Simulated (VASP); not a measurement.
Set up this calculation in VASP 6.6.1, as the native input.

- Task: single point
- Functional: PBE
- Potentials or basis: VASP PAW PBE potentials, release 64 (Ga_d)
- Cutoff: 520 eV
- k mesh: 10 × 10 × 8
- Occupations: gaussian, width 0.013 eV
- Spin: no spin polarisation
- Dipole correction: no
- Further INCAR settings: ALGO = Fast; EDIFF = 1e-06; NBANDS = 20

The structure of Ga lies in POSCAR:

```
Ga
1.0
    1.3830000000     -4.0265000000      0.0000000000
    1.3830000000      4.0265000000      0.0000000000
   -0.1174474948      0.0000000000      3.3299294416
Ga
2
Direct
    0.1310000000      0.8690000000      0.7500000000
    0.8690000000      0.1310000000      0.2500000000
```

One way to write it, as run:

INCAR

```
SYSTEM = Ga
ALGO = Fast
EDIFF = 1E-6
ENCUT = 520
GGA = PE
ISIF = 2
ISMEAR = 0
LASPH = .True.
LCHARG = .False.
LREAL = .False.
LWAVE = .False.
NBANDS = 20
NELM = 60
PREC = Accurate
SIGMA = 0.013000000000000001
```

KPOINTS

```
k-points
0
Gamma
  10 10 8
  0 0 0
```

Potentials or basis: VASP PAW PBE potentials, release 64 (Ga_d).

Run with:

```bash
$ cat potpaw_PBE.64/Ga_d/POTCAR > POTCAR
$ mpirun -np 1 vasp_std > vasp.out
```

Results of the run:

```yaml
Pressure: 1.6 GPa
Largest_force: 0.219 eV/Å
Band_gap_on_the_k_mesh: zero (bands 13 and 14 overlap by 8.39 eV)
```

Wall time 2.9 min on 1 thread of Intel(R) Xeon(R) Platinum 8488C (Sapphire Rapids) (shared host), peak memory 0.26 GiB.
